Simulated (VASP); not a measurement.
# NaAl: single point with PBE

The system is NaAl.

```
Na Al
1.0
     3.20790    0.00000    0.00000
    -1.60395    2.77813    0.00000
     0.00000    0.00000   10.43957
Na Al
2 2
Direct
  0.00000 0.00000 0.00000
  0.00000 0.00000 0.50000
  0.33333 0.66667 0.25000
  0.66667 0.33333 0.75000
```

The cell was generated, and may not be a known phase.

```yaml
Program: VASP 6.6.1
Task: single point
Functional: PBE
Potentials_or_basis: VASP PAW PBE potentials, release 64 (Na_pv, Al)
Cutoff: 520 eV
k_mesh: 6 × 6 × 4
Occupations: gaussian, width 0.1 eV
Spin: no spin polarisation
```

```json
{"Pressure": "-0.1 GPa", "Band gap on the k mesh": "zero (bands 10 and 11 overlap by 0.94 eV)"}
```

Stress tensor (GPa, compression positive):
```
-0.23  0.00  0.00
 0.00 -0.23  0.00
 0.00  0.00  0.06
```

Levels at points of the mesh, in eV from the Fermi level:
| k point | band 6 | band 7 | band 8 | band 9 | band 10 | band 11 | band 12 | band 13 | band 14 | band 15 |
| --- | --- | --- | --- | --- | --- | --- | --- | --- | --- | --- |
| (0.00, 0.00, 0.00) | -24.35 | -7.16 | -6.73 | -3.61 | -1.28 | 0.12 | 5.39 | 6.01 | 9.34 | 9.34 |
| (0.50, 0.00, 0.00) | -24.33 | -2.72 | -2.57 | -1.94 | -1.78 | 0.50 | 1.35 | 2.96 | 3.90 | 4.32 |
| (0.00, 0.00, 0.50) | -24.35 | -6.97 | -6.97 | -2.76 | -2.76 | 2.33 | 2.33 | 9.45 | 9.45 | 9.45 |
| (0.50, 0.00, 0.50) | -24.33 | -2.63 | -2.63 | -1.91 | -1.91 | 1.10 | 1.10 | 2.72 | 2.72 | 6.04 |

Wall time 41 s on 1 thread of Oxide Virtual Turin-like Processor, on a shared host, peak memory 0.17 GiB.

Caveat: the k points lie up to 0.38 Å⁻¹ apart, too coarse for converged energies and pressures of a metal.
